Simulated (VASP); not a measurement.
Set up this calculation in VASP 6.6.1, as the native input.

* Task: electric field gradients
* Functional: PBE
* Potentials or basis: VASP PAW PBE potentials, release 64 (C, O)
* Cutoff: 520 eV
* k mesh: 8 × 8 × 10
* Occupations: fermi-dirac, width 0.03 eV
* Spin: no spin polarisation
* Dipole correction: no
* Further INCAR settings: ALGO = Normal; EDIFF = 1e-08; NBANDS = 25; ISYM = 0

The structure of CO2 lies in POSCAR:

```
CO2
1.0
   -1.7759000000      1.7759000000      2.9592000000
    1.7759000000     -1.7759000000      2.9592000000
    1.7759000000      1.7759000000     -2.9592000000
C O
2 4
Direct
    0.0000000000      0.0000000000      0.0000000000
    0.7500000000      0.2500000000      0.5000000000
    0.3750000000      0.3390000000      0.4640000000
    0.6610000000      0.1250000000      0.0360000000
    0.8750000000      0.9110000000      0.5360000000
    0.0890000000      0.6250000000      0.9640000000
```

These files were run (other wordings do the same):

INCAR

```
SYSTEM = CO2
PREC = Accurate
ENCUT = 520
EDIFF = 1E-8
ISMEAR = -1
SIGMA = 0.03
LREAL = .FALSE.
LASPH = .TRUE.
NELM = 80
ALGO = Normal
ISIF = 2
LWAVE = .FALSE.
LCHARG = .FALSE.
GGA = PE
LEFG = .TRUE.
ISYM = 0
NBANDS = 25
```

KPOINTS

```
regular mesh
0
G
  8 8 10
  0 0 0
```

Potentials or basis: VASP PAW PBE potentials, release 64 (C, O).

The run is started by

```sh
$ cat potpaw_PBE.64/C/POTCAR potpaw_PBE.64/O/POTCAR > POTCAR
$ mpirun -np 1 vasp_std > vasp.out
```

Results of the run:

```yaml
Pressure: 40.3 GPa
Largest_force: 1.280 eV/Å
Band_gap_on_the_k_mesh: 7.04 eV (least direct gap 7.13 eV)
Largest_electric_field_gradient_by_atom: C -3.2; O +181.0 V/Å²
```

Caveat: the cell stands under pressure; without QUAD_EFG the Cq values of the log hold for a quadrupole moment of 1 mb, not for the nuclei; forces of over 1 eV/Å act on the atoms, so gaps and moduli don't describe the material at rest.

Run time: 3.6 min on 1 thread of Intel(R) Xeon(R) Platinum 8488C (Sapphire Rapids), with other jobs on the host, peak memory 0.33 GiB.
